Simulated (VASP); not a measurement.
# N in VASP: notebook

The runs below take N through single point, with HSE06+D3(BJ), PBE.

Everything below comes from runs of VASP 6.6.1. Logs are shortened: lines on timing, memory, paths and dates and some standing lists are left out, and cuts for length are marked.

## Step 1: The cell of the first run

It takes space group P6_3/mmc (No. 194, hexagonal). The conventional cell has a = 2.519 Å, b = 2.519 Å, c = 2.446 Å, α = 90.00°, β = 90.00°, γ = 120.00°. Within 2.6 Å of N (site symmetry -6m2) lie 14 N at 1.90 to 2.52 Å.

## Step 2: Single point, HSE06+D3(BJ)

The input, POSCAR:

```
N
1.0
    2.5194737900      0.0000000000      0.0000000000
   -1.2597368950      2.1819283063      0.0000000000
    0.0000000000      0.0000000000      2.4460020000
N
2
Direct
    0.3333333333      0.6666666667      0.7500000000
    0.6666666667      0.3333333333      0.2500000000
```

The input, INCAR.step1:

```
  ALGO = Normal
  EDIFF = 1E-5
  ENCUT = 520
  GGA = PE
  GGA_COMPAT = False
  ISIF = 2
  ISMEAR = 0
  LASPH = True
  LREAL = False
  LWAVE = True
  NBANDS = 12
  NELM = 120
  PREC = Accurate
  SIGMA = 0.01
```

The input, INCAR.step2:

```
  ALGO = Normal
  EDIFF = 1E-6
  ENCUT = 520
  GGA = PE
  GGA_COMPAT = False
  HFSCREEN = 0.2079
  ISIF = 2
  ISMEAR = 0
  ISTART = 1
  IVDW = 12
  LASPH = True
  LCHARG = True
  LELF = True
  LHFCALC = True
  LREAL = False
  LVHAR = True
  LWAVE = False
  NBANDS = 12
  NELM = 120
  PREC = Accurate
  PRECFOCK = Normal
  SIGMA = 0.01
  VDW_A1 = 0.383
  VDW_A2 = 5.685
  VDW_S6 = 1.0
  VDW_S8 = 2.31
```

The input, KPOINTS:

```
k-points
0
Gamma
  6 6 6
```

Potentials or basis: VASP PAW PBE potentials, release 64 (N).

Command:

```
$ cat potpaw_PBE.64/N/POTCAR > POTCAR
$ cp INCAR.step1 INCAR
$ mpirun -np 1 vasp_std > vasp.out
$ cp INCAR.step2 INCAR
$ mpirun -np 1 vasp_std > vasp.out
```

OUTCAR:

```text
EDIFF = 1E-6
   ENCUT = 520
   GGA = PE
   HFSCREEN = 0.2079
   ISIF = 2
   ISMEAR = 0
   ISTART = 1
   IVDW = 12
   LASPH = True
   LHFCALC = True
   LREAL = False
   NELM = 120
   PREC = Accurate
   PRECFOCK = Normal
 IVDW          = 12

 ion  position               nearest neighbor table
   1  0.333  0.667  0.750-
   2  0.667  0.333  0.250-

  LATTYP: Found a hexagonal cell.
 ALAT       =     2.5194737900
 C/A-ratio  =     0.9708384385

  Lattice vectors:

 A1 = (   2.5194737900,   0.0000000000,   0.0000000000)
 A2 = (  -1.2597368950,   2.1819283063,   0.0000000000)
 A3 = (   0.0000000000,   0.0000000000,   2.4460020000)

Analysis of symmetry for initial positions (statically):
=====================================================================
 Subroutine PRICEL returns:
 Original cell was already a primitive cell.

 Routine SETGRP: Setting up the symmetry group for a
 hexagonal supercell.

 Subroutine GETGRP returns: Found 24 space group operations
 (whereof 12 operations were pure point group operations)
 out of a pool of 24 trial point group operations.

The static configuration has the point symmetry D_3d.
 The point group associated with its full space group is D_6h.

Analysis of symmetry for dynamics (positions and initial velocities):
=====================================================================
 Subroutine PRICEL returns:
 Original cell was already a primitive cell.

 Routine SETGRP: Setting up the symmetry group for a
 hexagonal supercell.

 Subroutine GETGRP returns: Found 24 space group operations
 (whereof 12 operations were pure point group operations)
 out of a pool of 24 trial point group operations.

The dynamic configuration has the point symmetry D_3d.
 The point group associated with its full space group is D_6h.

 Subroutine INISYM returns: Found 24 space group operations
 (whereof 12 operations are pure point group operations),
 and found     1 'primitive' translations

----------------------------------------------------------------------------------------

                                     Primitive cell

  volume of cell :      13.4464

  direct lattice vectors                    reciprocal lattice vectors
     2.519473790  0.000000000  0.000000000     0.396908277  0.229155100  0.000000000
    -1.259736895  2.181928306  0.000000000     0.000000000  0.458310201  0.000000000
     0.000000000  0.000000000  2.446002000     0.000000000  0.000000000  0.408830410

  length of vectors
     2.519473790  2.519473790  2.446002000     0.458310201  0.458310201  0.408830410

  position of ions in fractional coordinates (direct lattice)
     0.333333333  0.666666667  0.750000000
     0.666666667  0.333333333  0.250000000

  ion indices of the primitive-cell ions
   primitive index   ion index
                 1           1
                 2           2

----------------------------------------------------------------------------------------

 KPOINTS: k-points

Automatic generation of k-mesh.
 Grid dimensions read from file:
 generate k-points for:    6    6    6

 Generating k-lattice:

  Cartesian coordinates                     Fractional coordinates (reciprocal lattice)
     0.066151379  0.038192517  0.000000000     0.166666667  0.000000000  0.000000000
     0.000000000  0.076385033  0.000000000     0.000000000  0.166666667  0.000000000
     0.000000000  0.000000000  0.068138402     0.000000000  0.000000000  0.166666667

  Length of vectors
     0.076385033  0.076385033  0.068138402

  Shift w.r.t. Gamma in fractional coordinates (k-lattice)
     0.000000000  0.000000000  0.000000000

 Subroutine IBZKPT returns following result:
 ===========================================

 Found     28 irreducible k-points:

 Following reciprocal coordinates:
            Coordinates               Weight
  0.000000  0.000000  0.000000      1.000000
  0.166667  0.000000  0.000000      6.000000
  0.333333  0.000000  0.000000      6.000000
  0.500000  0.000000  0.000000      3.000000
  0.166667  0.166667  0.000000      6.000000
  0.333333  0.166667  0.000000     12.000000
[... 16 lines left out ...]
  0.166667  0.000000  0.500000      6.000000
  0.333333  0.000000  0.500000      6.000000
 [... further k-points ...]
   k-points           NKPTS =     28   k-points in BZ     NKDIM =    216   number of bands    NBANDS=     12
   number of dos      NEDOS =    301   number of ions     NIONS =      2
   total plane-waves  NPLWV =   7200
   dimension x,y,z NGX =    20 NGY =   20 NGZ =   18
   dimension x,y,z NGXF=    40 NGYF=   40 NGZF=   36
   ions per type =               2
   NGX,Y,Z   is equivalent  to a cutoff of  13.20, 13.20, 12.23 a.u.
   NGXF,Y,Z  is equivalent  to a cutoff of  26.39, 26.39, 24.47 a.u.
 SYSTEM =  unknown system
   PREC   = accura    normal or accurate (medium, high low for compatibility)
   ISTART =      1    job   : 0-new  1-cont  2-samecut
   ICHARG =      0    charge: 1-file 2-atom 10-const
   ISPIN  =      1    spin polarized calculation?
   LNONCOLLINEAR =      F non collinear calculations
   LSORBIT =      F    spin-orbit coupling
   LASPH  =      T    aspherical Exc in radial PAW
   ENCUT  =  520.0 eV  38.22 Ry    6.18 a.u.   4.68  4.68  4.55*2*pi/ulx,y,z
   NELM   =    120;   NELMIN=  2; NELMDL=  0     # of ELM steps
   EDIFF  = 0.1E-05   stopping-criterion for ELM
   LREAL  =      F    real-space projection
   EDIFFG = 0.1E-04   stopping-criterion for IOM
   NSW    =      0    number of steps for IOM
   IBRION =     -1    ionic relax: 0-MD 1-quasi-New 2-CG
   NFREE  =      0    steps in history (QN), initial steepest desc. (CG)
   ISIF   =      2    stress and relaxation
   ISYM   =      3    0-nonsym 1-usesym 2-fastsym
   POTIM  = 0.5000    time-step for ionic-motion
   TEBEG  =    0.0;   TEEND  =   0.0 temperature during run
   PSTRESS=    0.0 pullay stress
   NELECT =      10.0000    total number of electrons
   NUPDOWN=      -1.0000    fix difference up-down
   EMIN   =  10.00;   EMAX   =-10.00  energy-range for DOS
   EFERMI =   0.00;   METHOD = LEGACY
   ISMEAR =     0;   SIGMA  =   0.01  broadening in eV -4-tet -1-fermi 0-gaus
   EFERMI_NEDOS =   21; number of points for ismear=-14 and -15
   IALGO  =     38    algorithm
   IMIX   =      1    mixing-type and parameters
     AMIX     =   0.40;   BMIX     =  1.00
     AMIX_MAG =   1.60;   BMIX_MAG =  1.00
  volume/ion in A,a.u.               =       6.72        45.37
  Fermi-wavevector in a.u.,A,eV,Ry     =   1.483221  2.802881 29.932052  2.199944
  Thomas-Fermi vector in A             =   2.596909
   LORBIT       =      0    0 simple, 1 ext, 2 COOP (PROOUT), +10 PAW based schemes
   GGA     = PE    functional components
   LHFCALC =     T    Hartree Fock is set to
   PRECFOCK=normal    Normal, Fast or Accurate (Low or Medium for compatibility)
   ENCUT4O =  -1.0   cutoff for four orbital integrals eV
   NKREDX  =     1    reduce k-point grid by
   NKREDY  =     1    reduce k-point grid by
   NKREDZ  =     1    reduce k-point grid by
   AEXX    =    0.2500 exact exchange contribution
   HFSCREEN=    0.2079 screening length (either q_TF or 0.3 A-1)
   HFSCREENC=   0.2079 screening length for correlation (either q_TF or 0.3 A-1)
   ENCUTFOCK=  -1.0 apply spherical cutoff to Coloumb kernel
   IVDW    =    12    specifies the selected vdW correction
   LEPSILON=     F    determine dielectric tensor
   LRPA    =     F    only Hartree local field effects (RPA)
 non-spin polarized calculation
 Gauss-broadening in eV      SIGMA  =   0.01
  energy-cutoff  :      520.00
  volume of cell :       13.45
 maximum number of plane-waves:       381
 NGX is ok and might be reduce to    20
  NGX = 16; NGY = 16; NGZ = 14

 number of electron      10.0000000 magnetization

 Free energy of the ion-electron system (eV)
  ---------------------------------------------------
  ext. energy  EPLUGINS =         0.00000000
  ---------------------------------------------------
  free energy    TOTEN  =       -11.97245201 eV

  energy without entropy =      -11.97213857  energy(sigma->0) =      -11.97229529

 E-fermi :   6.8457     XC(G=0): -10.6910

 val. band max:        6.6525586444   @ k =   0.1667   0.0000   0.1667
 cond. band min:       6.8457292501   @ k =   0.1667   0.0000   0.3333
 fundamental gap:      0.1931706058
 Fermi energy:         6.8457292501

 k-point     1 :       0.0000    0.0000    0.0000
  band No.  band energies     occupation
      1     -17.9380      2.00000
      2      -0.1154      2.00000
      3       1.2627      2.00000
      4       3.9333      2.00000
      5       3.9334      2.00000
      6      10.4879      0.00000
      7      10.4879      0.00000
      8      14.4362      0.00000
      9      22.2922      0.00000
     10      25.9456      0.00000
     11      33.6059      0.00000
     12      33.6059      0.00000

 k-point     2 :       0.1667    0.0000    0.0000
  band No.  band energies     occupation
      1     -17.2225      2.00000
      2      -2.2607      2.00000
      3       1.8999      2.00000
      4       2.9386      2.00000
      5       4.1317      2.00000
      6      10.1864      0.00000
      7      11.4692      0.00000
      8      13.4335      0.00000
      9      23.7230      0.00000
     10      25.6616      0.00000
     11      34.7074      0.00000
     12      34.7206      0.00000

 k-point     3 :       0.3333    0.0000    0.0000
  band No.  band energies     occupation
      1     -15.1705      2.00000
      2      -6.5637      2.00000
      3       1.5222      2.00000
      4       3.6360      2.00000
      5       4.2361      2.00000
      6      10.0589      0.00000
      7      10.9877      0.00000
      8      12.7292      0.00000
      9      22.5943      0.00000
     10      28.9472      0.00000
     11      35.7416      0.00000
     12      36.5982      0.00000

 k-point     4 :       0.5000    0.0000    0.0000
  band No.  band energies     occupation
      1     -12.9845      2.00000
      2      -9.6964      2.00000
      3       0.9594      2.00000
      4       4.1943      2.00000
      5       5.1873      2.00000
      6       9.0853      0.00000
      7      10.2377      0.00000
      8      13.1565      0.00000
      9      21.3932      0.00000
     10      32.4678      0.00000
     11      34.3055      0.00000
     12      35.9924      0.00000

 k-point     5 :       0.1667    0.1667    0.0000
  band No.  band energies     occupation
      1     -15.8295      2.00000
      2      -5.0814      2.00000
      3       0.5424      2.00000
      4       3.1040      2.00000
      5       5.3275      2.00000
      6      10.2296      0.00000
      7      11.7199      0.00000
      8      12.1657      0.00000
      9      24.6023      0.00000
     10      25.9028      0.00000
     11      35.4782      0.00000
     12      36.1496      0.00000
[... 228 lines left out ...]
      1      -8.9248      2.00000
      2      -8.9248      2.00000
      3      -0.7090      2.00000
      4      -0.6579      2.00000
      5      -0.6579      2.00000
      6       6.5478      2.00000
      7      13.6167      0.00000
      8      13.6167      0.00000
      9      26.8099      0.00000
     10      30.7911      0.00000
     11      36.9857      0.00000
     12      36.9857      0.00000

 k-point    22 :       0.0000    0.0000    0.5000
  band No.  band energies     occupation
      1     -12.5859      2.00000
      2     -12.5859      2.00000
      3       7.6434      0.00000
      4       7.6434      0.00000
      5       7.6434      0.00000
      6       7.6434      0.00000
      7       9.5155      0.00000
      8       9.5155      0.00000
      9      29.7838      0.00000
     10      29.7838      0.00000
     11      31.5040      0.00000
     12      31.5040      0.00000

 k-point    23 :       0.1667    0.0000    0.5000
  band No.  band energies     occupation
      1     -11.9228      2.00000
      2     -11.9228      2.00000
      3       4.1354      2.00000
      4       4.1354      2.00000
      5       7.1749      0.00000
      6       7.1749      0.00000
      7      11.3535      0.00000
      8      11.3535      0.00000
      9      27.4717      0.00000
     10      27.4717      0.00000
     11      33.3029      0.00000
     12      33.3029      0.00000

 k-point    24 :       0.3333    0.0000    0.5000
  band No.  band energies     occupation
      1     -10.1040      2.00000
      2     -10.1040      2.00000
      3      -0.3887      2.00000
      4      -0.3887      2.00000
      5       6.3240      2.00000
      6       6.3240      2.00000
      7      11.9391      0.00000
      8      11.9391      0.00000
      9      27.1474      0.00000
     10      27.1474      0.00000
     11      37.8064      0.00000
     12      37.8064      0.00000

 [... further k-points ...]

------------------------ aborting loop because EDIFF is reached ----------------------------------------

 Edisp (eV)   -0.25106

 E8    (eV) :    -0.1065

  FORCE on cell =-STRESS in cart. coord.  units (eV):
  Direction    XX          YY          ZZ          XY          YZ          ZX
  --------------------------------------------------------------------------------------
  -------------------------------------------------------------------------------------
  Total      -0.01247    -0.01247    -0.81412     0.00000     0.00000     0.00000
  in kB      -1.48538    -1.48538   -97.00391     0.00000     0.00000     0.00000
  external pressure =      -33.32 kB  Pullay stress =        0.00 kB

 VOLUME and BASIS-vectors are now :
 -----------------------------------------------------------------------------
  energy-cutoff  :      520.00
  volume of cell :       13.45
      direct lattice vectors                 reciprocal lattice vectors
     2.519473790  0.000000000  0.000000000     0.396908277  0.229155100  0.000000000
    -1.259736895  2.181928306  0.000000000     0.000000000  0.458310201  0.000000000
     0.000000000  0.000000000  2.446002000     0.000000000  0.000000000  0.408830410

 POSITION                                       TOTAL-FORCE (eV/Angst)
 -----------------------------------------------------------------------------------
     -0.00000      1.45462      1.83450         0.000000      0.000000     -0.000000
      1.25974      0.72731      0.61150        -0.000000      0.000000      0.000000
 -----------------------------------------------------------------------------------
    total drift:                                0.000000      0.000000      0.000000

  FREE ENERGIE OF THE ION-ELECTRON SYSTEM (eV)
  ---------------------------------------------------
  free  energy   TOTEN  =       -12.2235102430 eV

  energy  without entropy=      -12.2231968044  energy(sigma->0) =      -12.22335352
```

Run time: 3.6 min. Hardware: 1 thread of Intel Xeon Platinum 8488C (Sapphire Rapids), shared host; peak memory 0.23 GiB.

Results:

```
Free energy                : -12.2235 eV
Pressure                   : -3.3 GPa
Band gap on the k mesh     : zero (bands 5 and 6 overlap by 5.55 eV)
Dispersion energy per atom : -0.126 eV
```

Levels at points of the mesh, in eV from the Fermi level:
| k point | band 3 | band 4 | band 5 | band 6 | band 7 | band 8 |
| --- | --- | --- | --- | --- | --- | --- |
| (0.00, 0.00, 0.00) | -5.58 | -2.91 | -2.91 | 3.64 | 3.64 | 7.59 |
| (0.50, 0.00, 0.00) | -5.89 | -2.65 | -1.66 | 2.24 | 3.39 | 6.31 |
| (0.00, 0.00, 0.50) | 0.80 | 0.80 | 0.80 | 0.80 | 2.67 | 2.67 |
| (0.50, 0.00, 0.50) | -9.82 | -9.82 | -0.90 | -0.90 | 5.03 | 5.03 |

Caveat: the k points lie up to 0.48 Å⁻¹ apart, too coarse for converged energies and pressures of a metal; the PAW data sets were made with another functional, which shifts forces and pressure a little.

[end of part 1 of 2]

The gap in the log of VASP goes by the Fermi energy; the results here count the filled bands.